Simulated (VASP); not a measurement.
Crystal: BiO.

```
CELL_PARAMETERS angstrom
3.47639 0.00000 0.00000
-1.73820 3.01064 0.00000
0.00000 0.00000 4.38333
ATOMIC_POSITIONS crystal
Bi 0.00000 0.00000 0.52215
O 0.00000 0.00000 0.09033
```

| Quantity | Value |
| --- | --- |
| Program | VASP 6.6.1 |
| Task | relaxation of cell and atoms |
| Functional | PBE |
| Potentials or basis | VASP PAW PBE potentials, release 64 (Bi_d, O) |
| Cutoff | 600 eV |
| k mesh | 6 × 6 × 5 |
| Occupations | gaussian, width 0.2 eV |
| Spin | no spin polarisation |

At the start: pressure 8.7 GPa; volume 22.94 Å³/atom.

How do energy, volume and symmetry change on relaxing?

Over 18 steps the energy falls by 169.7 meV/atom and the volume is 23.24 Å³/atom (+1.3 %); space group P6/mmm (No. 191, to 0.05 Å).

Step by step:
```csv
step,energy change (eV),largest force (eV/Å),pressure (GPa),volume (Å³)
1,0.0000,3.3852,8.75,45.88
2,0.7864,0.2938,-10.69,54.41
3,0.1962,0.7117,-8.42,50.80
4,-0.1166,0.4998,-4.55,48.68
5,-0.2038,0.5225,-0.04,47.27
6,-0.2689,0.6699,0.05,47.59
7,-0.2988,0.7000,1.58,47.99
8,-0.3013,0.7402,1.02,47.90
9,-0.3260,0.2852,-0.21,48.46
10,-0.3294,0.0569,-0.57,48.82
11,-0.3295,0.0770,-0.55,48.79
12,-0.3326,0.0852,-0.83,48.50
13,-0.3337,0.0906,-1.10,48.19
14,-0.3362,0.0970,-0.75,47.69
15,-0.3383,0.1062,-0.21,46.92
16,-0.3385,0.1101,0.04,46.59
17,-0.3389,0.0830,0.01,46.56
18,-0.3394,0.0085,-0.03,46.49
```

Final structure:
```
Bi O
1.0
     3.53146    0.00000    0.00000
    -1.76573    3.05834    0.00000
     0.00000    0.00000    4.30413
Bi O
1 1
Direct
  0.00000 0.00000 0.55607
  0.00000 0.00000 0.05640
```

Caveat: an odd number of electrons without spin polarisation forces a metal; a magnetic or distorted state may lie lower; the relaxation stopped at a loose force limit of 0.08 eV/Å, so its end isn't a converged minimum.
